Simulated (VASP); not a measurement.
Si3Ge, 4 atoms in the cell. It takes space group P-4m2 (No. 115, tetragonal). The conventional cell has a = 3.912 Å, b = 3.912 Å, c = 5.532 Å, α = 90.00°, β = 90.00°, γ = 90.00°. Within 3.1 Å of Si (site symmetry -4m2) lie 4 Si at 2.38 Å. Within 3.1 Å of Si (site symmetry 2mm) lie 2 Si at 2.38 Å and 2 Ge at 2.41 Å. Ge (site symmetry -4m2) has 4 Si at 2.41 Å within 3.2 Å. 

* Program: VASP 6.6.1
* Task: single point
* Functional: PBE
* Potentials or basis: VASP PAW PBE potentials, release 64 (Si, Ge_d)
* Cutoff: 520 eV
* k mesh: 10 × 10 × 6
* Occupations: gaussian, width 0.02 eV
* Spin: no spin polarisation
* Dipole correction: no
* Further INCAR settings: ALGO = Normal; EDIFF = 1e-06; NBANDS = 21

Potentials or basis: VASP PAW PBE potentials, release 64 (Si, Ge_d).

The run is started by

```console
$ cat potpaw_PBE.64/Si/POTCAR potpaw_PBE.64/Ge_d/POTCAR > POTCAR
$ mpirun -np 1 vasp_std > vasp.out
```

Hardware: 1 thread of Intel(R) Xeon(R) Platinum 8375C CPU @ 2.90GHz (Ice Lake), on a shared host.

Estimate the wall time of this run.

It took 80 s on 1 thread of Intel(R) Xeon(R) Platinum 8375C CPU @ 2.90GHz (Ice Lake), on a shared host, peak memory 0.27 GiB. Counts: scf iterations 12, k points 84.
